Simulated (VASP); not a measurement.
# ZrN (Fm-3m) in VASP: a series of runs, part 2 of 2

VASP 6.6.1.

### 5 Single point, PBE+D3(BJ) (volume scaled by 0.98)

File INCAR:

```
ALGO     = Normal         # electronic algorithm
EDIFF    = 1E-6           # SCF threshold, eV
ENCUT    = 600            # plane-wave cutoff, eV
GGA      = PE             # functional
GGA_COMPAT= False        
ISIF     = 2              # what is computed and relaxed
ISMEAR   = 0              # smearing method
IVDW     = 12             # dispersion correction
LASPH    = True           # aspherical terms in the spheres
LCHARG   = True           # write CHGCAR
LELF     = True           # ELF
LREAL    = False          # projectors in reciprocal space
LVHAR    = True         
LWAVE    = False          # write WAVECAR
NBANDS   = 16             # bands
NELM     = 120            # most SCF steps
PREC     = Accurate       # precision mode
SIGMA    = 0.05           # smearing width, eV
```

File KPOINTS:

```
k-points
0
Gamma
  8 8 8
```

File POSCAR:

```
ZrN
1.0
    0.0000000000      2.2648424271      2.2648424271
    2.2648424271      0.0000000000      2.2648424271
    2.2648424271      2.2648424271      0.0000000000
Zr N
1 1
Direct
    0.5000000000      0.5000000000      0.5000000000
    0.0000000000      0.0000000000      0.0000000000
```

Potentials or basis: VASP PAW PBE potentials, release 64 (Zr_sv, N).

Command:

```
$ cat potpaw_PBE.64/Zr_sv/POTCAR potpaw_PBE.64/N/POTCAR > POTCAR
$ mpirun -np 1 vasp_std > vasp.out
```

OUTCAR:

```text
EDIFF = 1E-6
   ENCUT = 600
   GGA = PE
   ISIF = 2
   ISMEAR = 0
   IVDW = 12
   LASPH = True
   LREAL = False
   NELM = 120
   PREC = Accurate
 IVDW          = 12

 ion  position               nearest neighbor table
   1  0.500  0.500  0.500-   2 2.26   2 2.26   2 2.26   2 2.26   2 2.26   2 2.26
   2  0.000  0.000  0.000-   1 2.26   1 2.26   1 2.26   1 2.26   1 2.26   1 2.26

  LATTYP: Found a face centered cubic cell.
 ALAT       =     4.5296848542

  Lattice vectors:

 A1 = (   0.0000000000,   2.2648424271,   2.2648424271)
 A2 = (   2.2648424271,   0.0000000000,   2.2648424271)
 A3 = (   2.2648424271,   2.2648424271,   0.0000000000)

Analysis of symmetry for initial positions (statically):
=====================================================================
 Subroutine PRICEL returns:
 Original cell was already a primitive cell.

 Routine SETGRP: Setting up the symmetry group for a
 face centered cubic supercell.

 Subroutine GETGRP returns: Found 48 space group operations
 (whereof 48 operations were pure point group operations)
 out of a pool of 48 trial point group operations.

The static configuration has the point symmetry O_h .

Analysis of symmetry for dynamics (positions and initial velocities):
=====================================================================
 Subroutine PRICEL returns:
 Original cell was already a primitive cell.

 Routine SETGRP: Setting up the symmetry group for a
 face centered cubic supercell.

 Subroutine GETGRP returns: Found 48 space group operations
 (whereof 48 operations were pure point group operations)
 out of a pool of 48 trial point group operations.

The dynamic configuration has the point symmetry O_h .

 Subroutine INISYM returns: Found 48 space group operations
 (whereof 48 operations are pure point group operations),
 and found     1 'primitive' translations

----------------------------------------------------------------------------------------

                                     Primitive cell

  volume of cell :      23.2351

  direct lattice vectors                    reciprocal lattice vectors
     0.000000000  2.264842427  2.264842427    -0.220765910  0.220765910  0.220765910
     2.264842427  0.000000000  2.264842427     0.220765910 -0.220765910  0.220765910
     2.264842427  2.264842427  0.000000000     0.220765910  0.220765910 -0.220765910

  length of vectors
     3.202970877  3.202970877  3.202970877     0.382377773  0.382377773  0.382377773

  position of ions in fractional coordinates (direct lattice)
     0.500000000  0.500000000  0.500000000
     0.000000000  0.000000000  0.000000000

  ion indices of the primitive-cell ions
   primitive index   ion index
                 1           1
                 2           2

----------------------------------------------------------------------------------------

 KPOINTS: k-points

Automatic generation of k-mesh.
 Grid dimensions read from file:
 generate k-points for:    8    8    8

 Generating k-lattice:

  Cartesian coordinates                     Fractional coordinates (reciprocal lattice)
    -0.027595739  0.027595739  0.027595739     0.125000000  0.000000000  0.000000000
     0.027595739 -0.027595739  0.027595739     0.000000000  0.125000000  0.000000000
     0.027595739  0.027595739 -0.027595739     0.000000000  0.000000000  0.125000000

  Length of vectors
     0.047797222  0.047797222  0.047797222

  Shift w.r.t. Gamma in fractional coordinates (k-lattice)
     0.000000000  0.000000000  0.000000000

 Subroutine IBZKPT returns following result:
 ===========================================

 Found     29 irreducible k-points:

 Following reciprocal coordinates:
            Coordinates               Weight
  0.000000  0.000000  0.000000      1.000000
  0.125000  0.000000  0.000000      8.000000
  0.250000  0.000000  0.000000      8.000000
  0.375000  0.000000  0.000000      8.000000
  0.500000  0.000000  0.000000      4.000000
  0.125000  0.125000  0.000000      6.000000
[... 16 lines left out ...]
  0.500000  0.250000  0.125000     48.000000
 -0.375000  0.250000  0.125000     24.000000
 [... further k-points ...]
   k-points           NKPTS =     29   k-points in BZ     NKDIM =     29   number of bands    NBANDS=     16
   number of dos      NEDOS =    301   number of ions     NIONS =      2
   total plane-waves  NPLWV =  21952
   dimension x,y,z NGX =    28 NGY =   28 NGZ =   28
   dimension x,y,z NGXF=    56 NGYF=   56 NGZF=   56
   ions per type =               1   1
   NGX,Y,Z   is equivalent  to a cutoff of  14.53, 14.53, 14.53 a.u.
   NGXF,Y,Z  is equivalent  to a cutoff of  29.07, 29.07, 29.07 a.u.
 SYSTEM =  unknown system
   PREC   = accura    normal or accurate (medium, high low for compatibility)
   ISTART =      0    job   : 0-new  1-cont  2-samecut
   ICHARG =      2    charge: 1-file 2-atom 10-const
   ISPIN  =      1    spin polarized calculation?
   LNONCOLLINEAR =      F non collinear calculations
   LSORBIT =      F    spin-orbit coupling
   LASPH  =      T    aspherical Exc in radial PAW
   ENCUT  =  600.0 eV  44.10 Ry    6.64 a.u.   6.40  6.40  6.40*2*pi/ulx,y,z
   NELM   =    120;   NELMIN=  2; NELMDL= -5     # of ELM steps
   EDIFF  = 0.1E-05   stopping-criterion for ELM
   LREAL  =      F    real-space projection
   EDIFFG = 0.1E-04   stopping-criterion for IOM
   NSW    =      0    number of steps for IOM
   IBRION =     -1    ionic relax: 0-MD 1-quasi-New 2-CG
   NFREE  =      0    steps in history (QN), initial steepest desc. (CG)
   ISIF   =      2    stress and relaxation
   ISYM   =      2    0-nonsym 1-usesym 2-fastsym
   POTIM  = 0.5000    time-step for ionic-motion
   TEBEG  =    0.0;   TEEND  =   0.0 temperature during run
   PSTRESS=    0.0 pullay stress
   NELECT =      17.0000    total number of electrons
   NUPDOWN=      -1.0000    fix difference up-down
   EMIN   =  10.00;   EMAX   =-10.00  energy-range for DOS
   EFERMI =   0.00;   METHOD = LEGACY
   ISMEAR =     0;   SIGMA  =   0.05  broadening in eV -4-tet -1-fermi 0-gaus
   EFERMI_NEDOS =   21; number of points for ismear=-14 and -15
   IALGO  =     38    algorithm
   IMIX   =      4    mixing-type and parameters
     AMIX     =   0.40;   BMIX     =  1.00
     AMIX_MAG =   1.60;   BMIX_MAG =  1.00
  volume/ion in A,a.u.               =      11.62        78.40
  Fermi-wavevector in a.u.,A,eV,Ry     =   1.475174  2.787674 29.608146  2.176137
  Thomas-Fermi vector in A             =   2.589855
   LORBIT       =      0    0 simple, 1 ext, 2 COOP (PROOUT), +10 PAW based schemes
   GGA     = PE    functional components
   LHFCALC =     F    Hartree Fock is set to
   AEXX    =    0.0000 exact exchange contribution
   IVDW    =    12    specifies the selected vdW correction
   LEPSILON=     F    determine dielectric tensor
   LRPA    =     F    only Hartree local field effects (RPA)
 non-spin polarized calculation
 Gauss-broadening in eV      SIGMA  =   0.05
  energy-cutoff  :      600.00
  volume of cell :       23.24
 maximum number of plane-waves:       785
 NGX is ok and might be reduce to    28
   NGX = 13   NGY = 13   NGZ = 13

 number of electron      17.0000001 magnetization

 Free energy of the ion-electron system (eV)
  ---------------------------------------------------
  ext. energy  EPLUGINS =         0.00000000
  ---------------------------------------------------
  free energy    TOTEN  =       -20.31319262 eV

  energy without entropy =      -20.31136171  energy(sigma->0) =      -20.31227717

 E-fermi :  12.4519     XC(G=0): -12.6960

 val. band max:       12.4061985167   @ k =   0.1250   0.0000   0.0000
 cond. band min:      12.4780021745   @ k =   0.3750   0.1250   0.0000
 fundamental gap:      0.0718036578
 Fermi energy:        12.4519343345

 k-point     1 :       0.0000    0.0000    0.0000
  band No.  band energies     occupation
      1     -37.0614      2.00000
      2     -14.6419      2.00000
      3     -14.6419      2.00000
      4     -14.6419      2.00000
      5      -3.9729      2.00000
      6       9.7505      2.00000
[... 8 lines left out ...]
     15      21.6659      0.00000
     16      35.6197      0.00000
[... 419 lines left out ...]
 k-point    24 :      -0.3750    0.2500    0.1250
  band No.  band energies     occupation
      1     -36.8683      2.00000
      2     -15.7435      2.00000
      3     -15.0684      2.00000
      4     -14.8579      2.00000
      5      -2.2446      2.00000
      6       5.6633      2.00000
[... 8 lines left out ...]
     15      24.6401      0.00000
     16      25.8449      0.00000

 [... further k-points ...]

------------------------ aborting loop because EDIFF is reached ----------------------------------------

 Edisp (eV)   -0.88502

 E8    (eV) :    -0.4036

  FORCE on cell =-STRESS in cart. coord.  units (eV):
  Direction    XX          YY          ZZ          XY          YZ          ZX
  --------------------------------------------------------------------------------------
  -------------------------------------------------------------------------------------
  Total       0.83117     0.83117     0.83117     0.00000    -0.00000     0.00000
  in kB      57.31347    57.31347    57.31347     0.00000    -0.00000     0.00000
  external pressure =       57.31 kB  Pullay stress =        0.00 kB

 VOLUME and BASIS-vectors are now :
 -----------------------------------------------------------------------------
  energy-cutoff  :      600.00
  volume of cell :       23.24
      direct lattice vectors                 reciprocal lattice vectors
     0.000000000  2.264842427  2.264842427    -0.220765910  0.220765910  0.220765910
     2.264842427  0.000000000  2.264842427     0.220765910 -0.220765910  0.220765910
     2.264842427  2.264842427  0.000000000     0.220765910  0.220765910 -0.220765910

 POSITION                                       TOTAL-FORCE (eV/Angst)
 -----------------------------------------------------------------------------------
      2.26484      2.26484      2.26484        -0.000000     -0.000000     -0.000000
      0.00000      0.00000      0.00000         0.000000      0.000000      0.000000
 -----------------------------------------------------------------------------------
    total drift:                                0.000000      0.000000      0.000000

  FREE ENERGIE OF THE ION-ELECTRON SYSTEM (eV)
  ---------------------------------------------------
  free  energy   TOTEN  =       -21.1982129720 eV

  energy  without entropy=      -21.1963820693  energy(sigma->0) =      -21.19729752
```

Wall time 7.9 s (1 thread of Intel Xeon 6975P-C (Granite Rapids), shared host); peak memory 0.17 GiB.

Results:

* Free energy: -21.1982 eV
* Pressure: 5.7 GPa
* Dispersion energy per atom: -0.443 eV

Levels at points of the mesh, in eV from the Fermi level:
```
           k point  band 7  band 8  band 9  band 10  band 11  band 12
(0.00, 0.00, 0.00)   -2.70   -2.70   -0.43    -0.43    -0.43     1.65
(0.50, 0.00, 0.00)   -5.87   -5.87    3.18     3.24     3.24     4.92
(0.50, 0.50, 0.00)   -3.64   -3.17   -3.17     3.54     4.77     4.77
```

Caveat: pairwise dispersion overbinds metals, which lowers pressure and volume.

### 6 The runs side by side

| cell | gap on the mesh (eV) | pressure (GPa) |
| --- | --- | --- |
| a = 3.230 Å, angles 60.0°, 2 atoms | none | -1.2 |
| a = 3.220 Å, angles 60.0°, 2 atoms | none | 1.2 |
| a = 3.225 Å, angles 60.0°, 2 atoms | none | 0.2 |
| a = 3.203 Å, angles 60.0°, 2 atoms | none | 5.7 |

Alike in all rows: task single point; level PBE+D3(BJ); potentials or basis VASP PAW PBE potentials, release 64 (Zr_sv, N); no spin polarisation; k mesh 8 × 8 × 8; cutoff (eV) 600; smearing gaussian 0.05 eV.

Caveats: pairwise dispersion overbinds metals, which lowers pressure and volume.

Absolute energies hang on the potentials; compare differences alone.
